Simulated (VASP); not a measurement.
# ScB2N3 (R-3m) in VASP: notebook, part 2 of 2

VASP 6.6.1. The steps go on from the part before.

### Step 4. Single point, PBE, collinear spin, ferromagnetic start

This run uses another cell than the first one, of 12.81 Å³/atom.

INCAR

```
ALGO     = Normal         # electronic algorithm
EDIFF    = 1E-6           # SCF threshold, eV
ENCUT    = 520            # plane-wave cutoff, eV
GGA      = PE             # functional
ISIF     = 2              # what is computed and relaxed
ISMEAR   = 0              # smearing method
ISPIN    = 2              # spin polarisation
LASPH    = True           # aspherical terms in the spheres
LCHARG   = False          # write CHGCAR
LMAXMIX  = 4              # l up to which the mixer works
LORBIT   = 11             # projections on sites
LREAL    = False          # projectors in reciprocal space
LWAVE    = False          # write WAVECAR
MAGMOM   = 0 0 0 1 1 1    # initial moments
NBANDS   = 29             # bands
NELM     = 150            # most SCF steps
PREC     = Accurate       # precision mode
SIGMA    = 0.1            # smearing width, eV
```

KPOINTS

```
k-points
0
Gamma
  6 6 6
```

POSCAR

```
ScB2N3
1.0
    2.4479231789      1.4133091063      3.7013713386
   -2.4479231789      1.4133091063      3.7013713386
    0.0000000000     -2.8266182126      3.7013713386
Sc B N
1 2 3
Direct
    0.5000000000      0.5000000000      0.5000000000
    0.6948916360      0.6948916360      0.6948916360
    0.3051083640      0.3051083640      0.3051083640
    0.5000000000      0.5000000000      0.0000000000
    0.0000000000      0.5000000000      0.5000000000
    0.5000000000      0.0000000000      0.5000000000
```

Potentials or basis: VASP PAW PBE potentials, release 64 (Sc_sv, B, N).

Run with:

```bash
cat potpaw_PBE.64/Sc_sv/POTCAR potpaw_PBE.64/B/POTCAR potpaw_PBE.64/N/POTCAR > POTCAR
mpirun -np 1 vasp_std > vasp.out
```

OUTCAR:

```text
EDIFF = 1E-6
   ENCUT = 520
   GGA = PE
   ISIF = 2
   ISMEAR = 0
   ISPIN = 2
   LASPH = True
   LORBIT = 11
   LREAL = False
   NELM = 150
   PREC = Accurate

 ion  position               nearest neighbor table
   1  0.500  0.500  0.500-   2 2.16   3 2.16   5 2.33   6 2.33   6 2.33   5 2.33   4 2.33   4 2.33

   2  0.695  0.695  0.695-   5 1.45   6 1.45   4 1.45   1 2.16
   3  0.305  0.305  0.305-   5 1.45   6 1.45   4 1.45   1 2.16
   4  0.500  0.500  0.000-   2 1.45   3 1.45   1 2.33   1 2.33
   5  0.000  0.500  0.500-   2 1.45   3 1.45   1 2.33   1 2.33
   6  0.500  0.000  0.500-   2 1.45   3 1.45   1 2.33   1 2.33

  LATTYP: Found a trigonal (rhomboedric) cell.
 ALAT       =     4.6572438530
 COS(alpha) =     0.4474550570

  Lattice vectors:

 A1 = (   2.4479231789,   1.4133091063,   3.7013713386)
 A2 = (  -2.4479231789,   1.4133091063,   3.7013713386)
 A3 = (   0.0000000000,  -2.8266182126,   3.7013713386)

Analysis of symmetry for initial positions (statically):
=====================================================================
 Subroutine PRICEL returns:
 Original cell was already a primitive cell.

 Routine SETGRP: Setting up the symmetry group for a
 trigonal (rhombohedral) supercell.

 Subroutine GETGRP returns: Found 12 space group operations
 (whereof 12 operations were pure point group operations)
 out of a pool of 12 trial point group operations.

The static configuration has the point symmetry D_3d.

Analysis of symmetry for dynamics (positions and initial velocities):
=====================================================================
 Subroutine PRICEL returns:
 Original cell was already a primitive cell.

 Routine SETGRP: Setting up the symmetry group for a
 trigonal (rhombohedral) supercell.

 Subroutine GETGRP returns: Found 12 space group operations
 (whereof 12 operations were pure point group operations)
 out of a pool of 12 trial point group operations.

[... 180 lines left out ...]
 spin component 1

 k-point     1 :       0.0000    0.0000    0.0000
  band No.  band energies     occupation
      1     -47.1037      1.00000
      2     -25.8495      1.00000
      3     -25.7642      1.00000
      4     -25.7642      1.00000
      5     -14.9991      1.00000
      6     -11.9341      1.00000
[... 733 lines left out ...]
     27      12.1080      0.00000
     28      13.4790      0.00000

 [... further k-points ...]

 spin component 2

 k-point     1 :       0.0000    0.0000    0.0000
  band No.  band energies     occupation
      1     -47.0951      1.00000
      2     -25.8439      1.00000
      3     -25.7536      1.00000
      4     -25.7536      1.00000
      5     -15.1168      1.00000
      6     -12.0815      1.00000
[... 733 lines left out ...]
     27      12.0763      0.00000
     28      13.4092      0.00000

 [... further k-points ...]

 [bands above 28 left out]

------------------------ aborting loop because EDIFF is reached ----------------------------------------

  FORCE on cell =-STRESS in cart. coord.  units (eV):
  Direction    XX          YY          ZZ          XY          YZ          ZX
  --------------------------------------------------------------------------------------
  -------------------------------------------------------------------------------------
  Total        0.1032987      0.1032987      0.3208261      0.0000000      0.0000000      0.0000000
  in kB        2.1540540      2.1540540      6.6900824      0.0000000      0.0000000      0.0000000
  external PRESSURE =       3.6660635 kB  Pullay stress =       0.0000000 kB

 VOLUME and BASIS-vectors are now :
 -----------------------------------------------------------------------------
  energy-cutoff  :      520.00
  volume of cell :       76.83
      direct lattice vectors                 reciprocal lattice vectors
     2.447923179  1.413309106  3.701371339     0.204254776  0.117926550  0.090056712
    -2.447923179  1.413309106  3.701371339    -0.204254776  0.117926550  0.090056712
     0.000000000 -2.826618213  3.701371339     0.000000000 -0.235853100  0.090056712

 POSITION                                       TOTAL-FORCE (eV/Angst)
 -----------------------------------------------------------------------------------
      0.00000      0.00000      5.55206        -0.000000      0.000000      0.000000
      0.00000      0.00000      7.71616        -0.000000     -0.000000      0.037312
      0.00000      0.00000      3.38796        -0.000000      0.000000     -0.037312
      0.00000      1.41331      3.70137         0.000000      0.000000      0.000000
     -1.22396     -0.70665      3.70137        -0.000000     -0.000000      0.000000
      1.22396     -0.70665      3.70137         0.000000      0.000000      0.000000
 -----------------------------------------------------------------------------------
    total drift:                               -0.000000     -0.000000      0.000000

  FREE ENERGIE OF THE ION-ELECTRON SYSTEM (eV)
  ---------------------------------------------------
  free  energy   TOTEN  =       -47.2316330597 eV

  energy  without entropy=      -47.2212278830  energy(sigma->0) =      -47.22643047

 total charge

# of ion       s       p       d       tot
------------------------------------------
    1        2.154   6.173   1.127   9.453
    2        0.701   1.420   0.000   2.121
    3        0.701   1.420   0.000   2.121
    4        1.241   2.633   0.000   3.874
    5        1.241   2.633   0.000   3.874
    6        1.241   2.633   0.000   3.874
--------------------------------------------------
tot          7.278  16.911   1.127  25.315

 magnetization (x)

# of ion       s       p       d       tot
------------------------------------------
    1        0.000   0.001   0.010   0.011
    2        0.002   0.004   0.000   0.006
    3        0.002   0.004   0.000   0.006
    4       -0.003  -0.087   0.000  -0.090
    5       -0.003  -0.087   0.000  -0.090
    6       -0.003  -0.087   0.000  -0.090
--------------------------------------------------
tot         -0.007  -0.251   0.010  -0.248
```

stdout:

```text
POSCAR found type information on POSCAR ScB N
 POSCAR found :  3 types and       6 ions
 scaLAPACK will be used
 LDA part: xc-table for (Slater+PW92), standard interpolation
 POSCAR, INCAR and KPOINTS ok, starting setup
 FFT: planning ... GRIDC
 FFT: planning ... GRID_SOFT
 FFT: planning ... GRID
 WAVECAR not read
 entering main loop
```

Run time: 2 min. Hardware: 1 thread of AMD EPYC 9R14 (Zen 4), shared host; peak memory 0.27 GiB.

Results:

```
Free energy                                           : -47.2316 eV
Pressure                                              : 0.4 GPa
Largest force                                         : 0.037 eV/Å
Net moment                                            : -0.34 μB per cell
Site moments                                          : Sc +0.01; B +0.01; N -0.09 μB
Valence electrons inside the program's atomic spheres : Sc 9.45; B 2.12; N 3.87
```

Forces in eV/Å, atoms in the order of the input:
```
Sc   0.000  0.000  0.000
B    0.000  0.000  0.037
B    0.000  0.000 -0.037
N    0.000  0.000  0.000
N    0.000  0.000  0.000
N    0.000  0.000  0.000
```

Stress tensor (GPa, compression positive):
```
0.22 0.00 0.00
0.00 0.22 0.00
0.00 0.00 0.67
```

Levels at points of the mesh, in eV from the Fermi level:
Spin up:
```
           k point  band 13  band 14  band 15  band 16  band 17  band 18  band 19  band 20
(0.00, 0.00, 0.00)    -2.72    -2.35    -1.10    -1.10     1.01     1.26     1.26     2.52
(0.50, 0.00, 0.00)    -2.95    -2.51    -2.31    -0.40     0.02     1.59     2.24     2.58
(0.50, 0.50, 0.00)    -3.62    -3.27    -2.10    -0.17     1.36     2.15     2.20     2.72
(0.50, 0.50, 0.50)    -3.70    -1.71    -1.71     0.73     1.07     1.60     2.44     2.44
```
Spin down:
```tsv
k point	band 13	band 14	band 15	band 16	band 17	band 18	band 19	band 20
(0.00, 0.00, 0.00)	-2.84	-2.34	-1.30	-1.30	0.64	1.27	1.27	2.52
(0.50, 0.00, 0.00)	-3.20	-2.59	-2.57	-0.40	-0.29	1.60	2.22	2.58
(0.50, 0.50, 0.00)	-3.68	-3.50	-2.39	-0.46	1.36	2.11	2.17	2.72
(0.50, 0.50, 0.50)	-3.76	-1.92	-1.92	0.69	0.73	1.60	2.40	2.40
```

### Step 5. Single point, PBE

This run uses another cell than the first one, of 12.81 Å³/atom.

INCAR

```
SYSTEM = ScB2N3
PREC = Accurate
ENCUT = 520
EDIFF = 1E-7
ISMEAR = 0
SIGMA = 0.1
LREAL = .False.
LASPH = .True.
NELM = 60
ALGO = Normal
ISIF = 2
LWAVE = .False.
LCHARG = .True.
GGA = PE
LELF = .True.
LVHAR = .True.
NBANDS = 25
```

KPOINTS

```
Automatic mesh
0
Gamma
  12 12 12
  0 0 0
```

POSCAR

```
ScB2N3
1.0
    2.4476853350      1.4131717871      3.7026334285
   -2.4476853350      1.4131717871      3.7026334285
    0.0000000000     -2.8263435742      3.7026334285
Sc B N
1 2 3
Direct
    0.5000000000      0.5000000000      0.5000000000
    0.6949157774      0.6949157774      0.6949157774
    0.3050842226      0.3050842226      0.3050842226
    0.5000000000      0.5000000000      0.0000000000
    0.0000000000      0.5000000000      0.5000000000
    0.5000000000      0.0000000000      0.5000000000
```

Run with:

```bash
cat potpaw_PBE.64/Sc_sv/POTCAR potpaw_PBE.64/B/POTCAR potpaw_PBE.64/N/POTCAR > POTCAR
mpirun -np 1 vasp_std > vasp.out
```

Run time: 4.7 min. Hardware: 1 thread of AMD EPYC 9R14 (Zen 4), shared host; peak memory 0.42 GiB.

The run converged. Its results:

```
Free energy            : -47.2335 eV
Pressure               : 0.3 GPa
Largest force          : 0.024 eV/Å
Band gap on the k mesh : zero (bands 16 and 17 overlap by 0.98 eV)
```

Forces in eV/Å, atoms in the order of the input:
```
Sc   0.000  0.000  0.000
B    0.000  0.000  0.024
B    0.000  0.000 -0.024
N    0.000  0.000  0.000
N    0.000  0.000  0.000
N    0.000  0.000  0.000
```

Stress tensor (GPa, compression positive):
```
0.14 0.00 0.00
0.00 0.14 0.00
0.00 0.00 0.57
```

Levels at points of the mesh, in eV from the Fermi level:
| k point | band 13 | band 14 | band 15 | band 16 | band 17 | band 18 | band 19 | band 20 |
| --- | --- | --- | --- | --- | --- | --- | --- | --- |
| (0.00, 0.00, 0.00) | -2.74 | -2.29 | -1.16 | -1.16 | 0.86 | 1.31 | 1.31 | 2.57 |
| (0.50, 0.00, 0.00) | -3.03 | -2.51 | -2.40 | -0.35 | -0.10 | 1.64 | 2.28 | 2.62 |
| (0.50, 0.50, 0.00) | -3.61 | -3.34 | -2.21 | -0.27 | 1.41 | 2.17 | 2.23 | 2.77 |
| (0.50, 0.50, 0.50) | -3.68 | -1.77 | -1.77 | 0.78 | 0.92 | 1.65 | 2.46 | 2.46 |

### Step 6. The runs side by side

| task | spin | cell | k mesh | cutoff (eV) | gap on the mesh (eV) | pressure (GPa) | moment (μB) | largest force (eV/Å) |
| --- | --- | --- | --- | --- | --- | --- | --- | --- |
| relaxation of cell and atoms | off | relaxed from a = 5.044 Å, angles 51.1°, 6 atoms, atomic positions A | 6 × 6 × 6 | 600 | none | 0.0 | - | 0.03 |
| single point | collinear, ferromagnetic start | a = 5.044 Å, angles 51.1°, 6 atoms, atomic positions A | 6 × 6 × 6 | 520 | none | 54.2 | 0.00 | 7.03 |
| single point | collinear, ferromagnetic start | a = 4.657 Å, angles 63.4°, 6 atoms, atomic positions B | 6 × 6 × 6 | 520 | none | 0.4 | 0.34 | 0.04 |
| single point | off | a = 4.658 Å, angles 63.4°, 6 atoms, atomic positions B | 12 × 12 × 12 | 520 | none | 0.3 | - | 0.02 |

Alike in all rows: level PBE; potentials or basis VASP PAW PBE potentials, release 64 (Sc_sv, B, N); smearing gaussian 0.1 eV.

Caveats: the cell stands under pressure (at least some runs); forces of over 1 eV/Å act on the atoms, so gaps and moduli don't describe the material at rest (at least some runs).

Total energies depend on the potentials used, so only differences within one code and one set of settings carry meaning.
